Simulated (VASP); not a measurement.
# YPtS2 (P-6m2) in VASP: a series of runs

The runs below take YPtS2 through single point, relaxation of cell and atoms, with PBE.

All numbers are computed with VASP 6.6.1; they aren't measurements. Logs are shortened: lines on timing, memory, paths and dates and some standing lists are left out, and cuts for length are marked.

**1. The cell of the first run**

The structure is hexagonal, space group P-6m2 (No. 187). The conventional cell has a = 3.722 Å, b = 3.722 Å, c = 6.500 Å, α = 90.00°, β = 90.00°, γ = 120.00°. Within 3.6 Å of Y (site symmetry -6m2) lie 6 S at 2.73 Å and 2 Pt at 3.25 Å. Pt (site symmetry -6m2) has 6 S at 2.66 Å and 2 Y at 3.25 Å within 3.5 Å. S (site symmetry 3m) has 3 Pt at 2.66 Å and 3 Y at 2.73 Å and 2 S at 3.13 to 3.37 Å within 3.5 Å.

**2. Single point, PBE, collinear spin, ferromagnetic start**

INCAR

```
PREC     = Accurate       # precision mode
ENCUT    = 520            # plane-wave cutoff, eV
EDIFF    = 1E-6           # SCF threshold, eV
ISMEAR   = 0              # smearing method
SIGMA    = 0.1            # smearing width, eV
LREAL    = False          # projectors in reciprocal space
LASPH    = True           # aspherical terms in the spheres
NELM     = 150            # most SCF steps
ALGO     = Normal         # electronic algorithm
ISIF     = 2              # what is computed and relaxed
LWAVE    = False          # write WAVECAR
LCHARG   = True           # write CHGCAR
ISPIN    = 2              # spin polarisation
MAGMOM   = 0 1 0 0        # initial moments
LORBIT   = 11             # projections on sites
LMAXMIX  = 4              # l up to which the mixer works
GGA      = PE             # functional
LELF     = True           # ELF
LVHAR    = True         
NBANDS   = 28             # bands
```

KPOINTS

```
regular mesh
0
Gamma
  6 6 4
```

POSCAR

```
YPtS2
1.0
    3.7222748078      0.0000000000      0.0000000000
   -1.8611374039      3.2235845434      0.0000000000
    0.0000000000      0.0000000000      6.5001674365
Y Pt S
1 1 2
Direct
    0.0000000000      0.0000000000      0.5000000000
    0.0000000000      0.0000000000      0.0000000000
    0.3333333333      0.6666666667      0.2404207647
    0.3333333333      0.6666666667      0.7595792353
```

Potentials or basis: VASP PAW PBE potentials, release 64 (Y_sv, Pt, S).

Run with:

```
$ cat potpaw_PBE.64/Y_sv/POTCAR potpaw_PBE.64/Pt/POTCAR potpaw_PBE.64/S/POTCAR > POTCAR
$ mpirun -np 1 vasp_std > vasp.out
```

OUTCAR:

```text
PREC = Accurate
   ENCUT = 520
   EDIFF = 1E-6
   ISMEAR = 0
   LREAL = False
   LASPH = True
   NELM = 150
   ISIF = 2
   ISPIN = 2
   LORBIT = 11
   GGA = PE

 ion  position               nearest neighbor table
   1  0.000  0.000  0.500-   3 2.73   4 2.73   3 2.73   4 2.73   3 2.73   4 2.73   2 3.25   2 3.25

   2  0.000  0.000  0.000-   3 2.66   4 2.66   3 2.66   4 2.66   3 2.66   4 2.66   1 3.25   1 3.25

   3  0.333  0.667  0.240-   2 2.66   2 2.66   2 2.66   1 2.73   1 2.73   1 2.73
   4  0.333  0.667  0.760-   2 2.66   2 2.66   2 2.66   1 2.73   1 2.73   1 2.73

  LATTYP: Found a hexagonal cell.
 ALAT       =     3.7222748078
 C/A-ratio  =     1.7462889690

  Lattice vectors:

 A1 = (   3.7222748078,   0.0000000000,   0.0000000000)
 A2 = (  -1.8611374039,   3.2235845434,   0.0000000000)
 A3 = (   0.0000000000,   0.0000000000,   6.5001674365)

Analysis of symmetry for initial positions (statically):
=====================================================================
 Subroutine PRICEL returns:
 Original cell was already a primitive cell.

 Routine SETGRP: Setting up the symmetry group for a
 hexagonal supercell.

 Subroutine GETGRP returns: Found 12 space group operations
 (whereof 12 operations were pure point group operations)
 out of a pool of 24 trial point group operations.

The static configuration has the point symmetry D_3h.

Analysis of symmetry for dynamics (positions and initial velocities):
=====================================================================
 Subroutine PRICEL returns:
 Original cell was already a primitive cell.

 Routine SETGRP: Setting up the symmetry group for a
 hexagonal supercell.

 Subroutine GETGRP returns: Found 12 space group operations
 (whereof 12 operations were pure point group operations)
 out of a pool of 24 trial point group operations.

The dynamic configuration has the point symmetry D_3h.

Analysis of structural, dynamic, and magnetic symmetry:
=====================================================================
 Subroutine PRICEL returns:
 Original cell was already a primitive cell.

 Routine SETGRP: Setting up the symmetry group for a
 hexagonal supercell.

 Subroutine GETGRP returns: Found 12 space group operations
 (whereof 12 operations were pure point group operations)
 out of a pool of 24 trial point group operations.

The overall configuration has the point symmetry D_3h.

 Subroutine INISYM returns: Found 12 space group operations
 (whereof 12 operations are pure point group operations),
 and found     1 'primitive' translations

----------------------------------------------------------------------------------------

                                     Primitive cell

  volume of cell :      77.9959

  direct lattice vectors                    reciprocal lattice vectors
     3.722274808  0.000000000  0.000000000     0.268652921  0.155106836  0.000000000
    -1.861137404  3.223584543  0.000000000     0.000000000  0.310213673  0.000000000
     0.000000000  0.000000000  6.500167436     0.000000000  0.000000000  0.153842191

  length of vectors
     3.722274808  3.722274808  6.500167436     0.310213673  0.310213673  0.153842191

  position of ions in fractional coordinates (direct lattice)
     0.000000000  0.000000000  0.500000000
     0.000000000  0.000000000  0.000000000
     0.333333333  0.666666667  0.240420765
     0.333333333  0.666666667  0.759579235

  ion indices of the primitive-cell ions
   primitive index   ion index
                 1           1
                 2           2
                 3           3
                 4           4

----------------------------------------------------------------------------------------

 KPOINTS: regular mesh

Automatic generation of k-mesh.
 Grid dimensions read from file:
 generate k-points for:    6    6    4

 Generating k-lattice:

  Cartesian coordinates                     Fractional coordinates (reciprocal lattice)
     0.044775487  0.025851139  0.000000000     0.166666667 -0.000000000  0.000000000
     0.000000000  0.051702279  0.000000000     0.000000000  0.166666667  0.000000000
     0.000000000  0.000000000  0.038460548     0.000000000  0.000000000  0.250000000

  Length of vectors
     0.051702279  0.051702279  0.038460548

  Shift w.r.t. Gamma in fractional coordinates (k-lattice)
     0.000000000  0.000000000  0.000000000

 Subroutine IBZKPT returns following result:
 ===========================================

 Found     21 irreducible k-points:

 Following reciprocal coordinates:
            Coordinates               Weight
  0.000000  0.000000  0.000000      1.000000
  0.166667 -0.000000  0.000000      6.000000
  0.333333  0.000000  0.000000      6.000000
  0.500000 -0.000000  0.000000      3.000000
  0.166667  0.166667  0.000000      6.000000
  0.333333  0.166667  0.000000     12.000000
[... 13 lines left out ...]
  0.333333  0.166667  0.500000     12.000000
  0.333333  0.333333  0.500000      2.000000
   k-points           NKPTS =     21   k-points in BZ     NKDIM =     21   number of bands    NBANDS=     28
   number of dos      NEDOS =    301   number of ions     NIONS =      4
   total plane-waves  NPLWV =  37632
   dimension x,y,z NGX =    28 NGY =   28 NGZ =   48
   dimension x,y,z NGXF=    56 NGYF=   56 NGZF=   96
   ions per type =               1   1   2
   NGX,Y,Z   is equivalent  to a cutoff of  12.51, 12.51, 12.28 a.u.
   NGXF,Y,Z  is equivalent  to a cutoff of  25.01, 25.01, 24.55 a.u.
 SYSTEM =  unknown system
   PREC   = accura    normal or accurate (medium, high low for compatibility)
   ISTART =      0    job   : 0-new  1-cont  2-samecut
   ICHARG =      2    charge: 1-file 2-atom 10-const
   ISPIN  =      2    spin polarized calculation?
   LNONCOLLINEAR =      F non collinear calculations
   LSORBIT =      F    spin-orbit coupling
   LASPH  =      T    aspherical Exc in radial PAW
   ENCUT  =  520.0 eV  38.22 Ry    6.18 a.u.   6.92  6.92 12.09*2*pi/ulx,y,z
   NELM   =    150;   NELMIN=  2; NELMDL= -5     # of ELM steps
   EDIFF  = 0.1E-05   stopping-criterion for ELM
   LREAL  =      F    real-space projection
   EDIFFG = 0.1E-04   stopping-criterion for IOM
   NSW    =      0    number of steps for IOM
   IBRION =     -1    ionic relax: 0-MD 1-quasi-New 2-CG
   NFREE  =      0    steps in history (QN), initial steepest desc. (CG)
   ISIF   =      2    stress and relaxation
   ISYM   =      2    0-nonsym 1-usesym 2-fastsym
   POTIM  = 0.5000    time-step for ionic-motion
   TEBEG  =    0.0;   TEEND  =   0.0 temperature during run
   PSTRESS=    0.0 pullay stress
   NELECT =      33.0000    total number of electrons
   NUPDOWN=      -1.0000    fix difference up-down
   EMIN   =  10.00;   EMAX   =-10.00  energy-range for DOS
   EFERMI =   0.00;   METHOD = LEGACY
   ISMEAR =     0;   SIGMA  =   0.10  broadening in eV -4-tet -1-fermi 0-gaus
   EFERMI_NEDOS =   21; number of points for ismear=-14 and -15
   IALGO  =     38    algorithm
   IMIX   =      4    mixing-type and parameters
     AMIX     =   0.40;   BMIX     =  1.00
     AMIX_MAG =   1.60;   BMIX_MAG =  1.00
  volume/ion in A,a.u.               =      19.50       131.59
  Fermi-wavevector in a.u.,A,eV,Ry     =   1.229010  2.322492 20.551136  1.510466
  Thomas-Fermi vector in A             =   2.363914
   LORBIT       =     11    0 simple, 1 ext, 2 COOP (PROOUT), +10 PAW based schemes
   GGA     = PE    functional components
   LHFCALC =     F    Hartree Fock is set to
   AEXX    =    0.0000 exact exchange contribution
   IVDW    =     0    specifies the selected vdW correction
   LEPSILON=     F    determine dielectric tensor
   LRPA    =     F    only Hartree local field effects (RPA)
 spin polarized calculation
 Gauss-broadening in eV      SIGMA  =   0.10
  energy-cutoff  :      520.00
  volume of cell :       78.00
 maximum number of plane-waves:      2116
 NGX is ok and might be reduce to    28
   NGX = 13   NGY = 13   NGZ = 25

 number of electron      32.9999996 magnetization      -0.0002292

 number of electron      32.9999996 magnetization       0.0001765

 Free energy of the ion-electron system (eV)
  ---------------------------------------------------
  ext. energy  EPLUGINS =         0.00000000
  ---------------------------------------------------
  free energy    TOTEN  =       -23.81780281 eV

  energy without entropy =      -23.80359802  energy(sigma->0) =      -23.81070041

 E-fermi :   6.2796     XC(G=0): -10.8049

 val. band max:        6.1810074663   @ k =   0.3333   0.1667   0.5000
 cond. band min:       6.3292671398   @ k =   0.5000  -0.0000   0.2500
 fundamental gap:      0.1482596735
 Fermi energy:         6.2796484665

 spin component 1

 k-point     1 :       0.0000    0.0000    0.0000
  band No.  band energies     occupation
      1     -36.0490      1.00000
      2     -16.2103      1.00000
      3     -15.9643      1.00000
      4     -15.9643      1.00000
      5      -7.9137      1.00000
      6      -6.3534      1.00000
[... 20 lines left out ...]
     27      14.2701      0.00000
[... 597 lines left out ...]
      5      -6.7954      1.00000
      6      -6.3392      1.00000
[... 20 lines left out ...]
     27      15.8090      0.00000
     28      16.5804      0.00000
 Fermi energy:         6.2796484665

 spin component 2

 k-point     1 :       0.0000    0.0000    0.0000
  band No.  band energies     occupation
      1     -36.0490      1.00000
      2     -16.2104      1.00000
      3     -15.9643      1.00000
      4     -15.9643      1.00000
      5      -7.9136      1.00000
      6      -6.3534      1.00000
[... 20 lines left out ...]
     27      14.2703      0.00000
[... 598 lines left out ...]
      6      -6.3392      1.00000
[... 20 lines left out ...]
     27      15.8091      0.00000
     28      16.5811      0.00000

------------------------ aborting loop because EDIFF is reached ----------------------------------------

  FORCE on cell =-STRESS in cart. coord.  units (eV):
  Direction    XX          YY          ZZ          XY          YZ          ZX
  --------------------------------------------------------------------------------------
  -------------------------------------------------------------------------------------
  Total       -0.0453746     -0.0453746     -0.0824693      0.0000000     -0.0000000      0.0000000
  in kB       -0.9320758     -0.9320758     -1.6940683      0.0000000     -0.0000000      0.0000000
  external PRESSURE =      -1.1860733 kB  Pullay stress =       0.0000000 kB

 VOLUME and BASIS-vectors are now :
 -----------------------------------------------------------------------------
  energy-cutoff  :      520.00
  volume of cell :       78.00
      direct lattice vectors                 reciprocal lattice vectors
     3.722274808  0.000000000  0.000000000     0.268652921  0.155106836  0.000000000
    -1.861137404  3.223584543  0.000000000     0.000000000  0.310213673  0.000000000
     0.000000000  0.000000000  6.500167436     0.000000000  0.000000000  0.153842191

 POSITION                                       TOTAL-FORCE (eV/Angst)
 -----------------------------------------------------------------------------------
      0.00000      0.00000      3.25008         0.000000     -0.000000      0.000000
      0.00000      0.00000      0.00000        -0.000000      0.000000      0.000000
     -0.00000      2.14906      1.56278         0.000000      0.000000     -0.004729
     -0.00000      2.14906      4.93739         0.000000     -0.000000      0.004729
 -----------------------------------------------------------------------------------
    total drift:                                0.000000     -0.000000     -0.000000

  FREE ENERGIE OF THE ION-ELECTRON SYSTEM (eV)
  ---------------------------------------------------
  free  energy   TOTEN  =       -23.8178028083 eV

  energy  without entropy=      -23.8035980159  energy(sigma->0) =      -23.81070041

 total charge

# of ion       s       p       d       f       tot
--------------------------------------------------
    1        2.181   6.384   1.085   0.068   9.719
    2        0.463   0.344   8.211   0.000   9.018
    3        1.332   2.338   0.000   0.000   3.671
    4        1.332   2.338   0.000   0.000   3.671
--------------------------------------------------
tot          5.309  11.405   9.296   0.068  26.078

 magnetization (x)

# of ion       s       p       d       f       tot
--------------------------------------------------
    1        0.000   0.000  -0.000   0.000  -0.000
    2        0.000   0.000   0.000   0.000   0.000
    3       -0.000  -0.000   0.000   0.000  -0.000
    4       -0.000  -0.000   0.000   0.000  -0.000
--------------------------------------------------
tot          0.000   0.000   0.000   0.000   0.000
```

Run time: 2.9 min. Hardware: 1 thread of Oxide Virtual Turin-like, shared host; peak memory 0.24 GiB.

What came out:

```
Free energy                                           : -23.8178 eV
Pressure                                              : -0.1 GPa
Largest force                                         : 0.005 eV/Å
Net moment                                            : 0.00 μB per cell
Valence electrons inside the program's atomic spheres : Y 9.72; Pt 9.02; S 3.67
```

Forces in eV/Å, atoms in the order of the input:
```
Y    0.000  0.000  0.000
Pt   0.000  0.000  0.000
S    0.000  0.000 -0.005
S    0.000  0.000  0.005
```

Caveat: spin-orbit coupling is left out, which moves the levels of the heavy elements.

**3. Relaxation of cell and atoms, PBE**

INCAR

```
PREC = Accurate
ENCUT = 600
EDIFF = 1E-6
ISMEAR = 0
SIGMA = 0.1
LREAL = F
LASPH = T
NELM = 80
ALGO = Normal
ISIF = 3
LWAVE = F
LCHARG = F
GGA = PE
IBRION = 2
NSW = 100
EDIFFG = -0.01
```

KPOINTS

```
Automatic mesh
0
Gamma
  12 12 8
```

POSCAR is that of step 2.

Potentials or basis: VASP PAW PBE potentials, release 64 (Y_sv, Pt, S).

Run with:

```
$ cat potpaw_PBE.64/Y_sv/POTCAR potpaw_PBE.64/Pt/POTCAR potpaw_PBE.64/S/POTCAR > POTCAR
$ mpirun -np 1 vasp_std > vasp.out
```

It took 9.2 min on 1 thread of Oxide Virtual Turin-like, shared host; peak memory 0.36 GiB.

Results (log left out):

```
Free energy                            : -23.8154 eV
Relaxed volume                         : 19.49 Å³/atom
Relaxed cell                           : a = 3.723 Å, b = 3.723 Å, c = 6.496 Å, α = 90.00°, β = 90.00°, γ = 120.00°
Space group after relaxing (to 0.05 Å) : P-6m2 (No. 187)
Energy gained by relaxing              : 0.0 meV/atom
Ionic steps                            : 3
Pressure after relaxing                : 0.0 GPa
```

Step by step:
```
step  energy change (eV)  largest force (eV/Å)  pressure (GPa)  volume (Å³)
   1              0.0000                0.0309           -0.01        78.00
   2             -0.0001                0.0172            0.01        77.98
   3             -0.0001                0.0005           -0.01        77.97
```

Final structure:
```yaml
crystal:
  lattice:
    - [3.72296, 0.00000, 0.00000]
    - [-1.86148, 3.22417, 0.00000]
    - [0.00000, 0.00000, 6.49571]
  atoms:
    - { symbol: Y, position: [0.00000, 0.00000, 0.50000] }
    - { symbol: Pt, position: [0.00000, 0.00000, 0.00000] }
    - { symbol: S, position: [0.33333, 0.66667, 0.23992] }
    - { symbol: S, position: [0.33333, 0.66667, 0.76008] }
```

Levels at points of the mesh, in eV from the Fermi level:
```
           k point  band 15  band 16  band 17  band 18  band 19  band 20
(0.00, 0.00, 0.00)    -0.94    -0.47    -0.47     1.23     2.77     3.15
(0.50, 0.00, 0.00)    -1.10    -0.19     0.05     0.59     3.95     3.98
(0.00, 0.00, 0.50)    -1.22    -0.61    -0.61     2.05     2.75     3.30
(0.50, 0.00, 0.50)    -1.11    -0.58     0.26     0.79     1.63     4.43
```

Caveat: spin-orbit coupling is left out, which moves the levels of the heavy elements.
